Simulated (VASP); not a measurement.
**H4CSO2: single point with PBEsol**

System: H4CSO2.

```xyz
24
Lattice="6.6584 0.0000 0.0000 0.0000 6.6584 0.0000 0.0000 0.0000 6.6584" Properties=species:S:1:pos:R:3 pbc="T T T"
S     3.7824    6.0316    3.7264
S     1.6122    5.0091    5.9612
S     2.1578    3.3215    2.5732
H     2.9523    5.2636    4.5479
H     4.5927    6.0108    4.9090
H     2.1642    6.1396    6.4574
H     0.9093    5.6623    4.9701
H     0.8811    3.9275    2.3999
H     1.7648    2.3881    1.6017
H    -0.4120    1.5379    4.1890
H     1.3866   -0.1045    2.6439
H     3.8088    4.5474    1.7255
H     6.3069    5.4186    0.5767
H     4.3546    1.3741    7.1337
H     2.9511    2.2032    4.6786
O     0.4664    1.0270    3.9174
O    -0.2606    0.7198    1.8121
O     4.3816    5.0682    1.0361
O     6.0407    4.1599    2.1177
O     3.4826    1.4750    6.6513
O     5.0878    2.1179    5.2740
C     0.5320    0.6111    2.7042
C     5.6438    4.8481    1.2224
C     3.8961    1.9161    5.4283
```

```json
{
 "Program": "VASP 6.6.1",
 "Task": "single point",
 "Functional": "PBEsol",
 "Potentials or basis": "VASP PAW PBE potentials, release 64 (S, H_h, O_h, C_h)",
 "Cutoff": "1000 eV",
 "k mesh": "1 × 1 × 1",
 "Occupations": "fermi-dirac, width 0.02 eV",
 "Spin": "no spin polarisation",
 "Dipole correction": "no",
 "Further INCAR settings": "LREAL = Auto; ALGO = Normal; EDIFF = 1e-06; NBANDS = 57"
}
```

The pressure is 1.2 GPa and the largest force is 2.863 eV/Å.

Forces in eV/Å, atoms in the order of the input:
```
S    1.127  0.075  1.742
S   -0.539 -0.265 -0.055
S    0.104 -0.534 -0.789
H   -0.109  0.109 -0.350
H   -0.576  0.186 -1.396
H   -0.028  0.163 -0.091
H    0.280 -0.048  0.490
H    0.010 -0.039  0.017
H    0.445  0.701  0.639
H    0.964 -0.430 -0.394
H    0.531  0.147 -0.326
H    0.397  0.243 -0.589
H    0.164  0.185 -0.590
H   -0.495 -0.131  0.120
H    2.134 -0.695  1.473
O   -1.419  1.301  2.119
O   -1.045  0.783 -1.139
O   -1.448 -0.329 -0.468
O    1.048 -1.541  1.651
O    0.468  0.132 -0.750
O    0.152 -0.037 -0.830
C    0.494 -1.721 -0.079
C   -0.725  1.091 -0.371
C   -1.934  0.653 -0.033
```

Stress tensor (GPa, compression positive):
```
 1.08 -0.05 -1.80
-0.05  1.18 -0.32
-1.80 -0.32  1.45
```

Levels at points of the mesh, in eV from the Fermi level:
```csv
k point,band 36,band 37,band 38,band 39,band 40,band 41,band 42,band 43
"(0.00, 0.00, 0.00)",-1.22,-0.91,-0.67,-0.54,3.48,3.77,4.02,4.40
```

Run time: 72 s on 1 thread of AMD EPYC 7R13 Processor (Zen 3), with other jobs on the host, peak memory 0.65 GiB.

Caveat: the k points lie up to 0.94 Å⁻¹ apart, too coarse for converged energies, forces and pressures; the PAW data sets were made with another functional, which shifts forces and pressure a little.
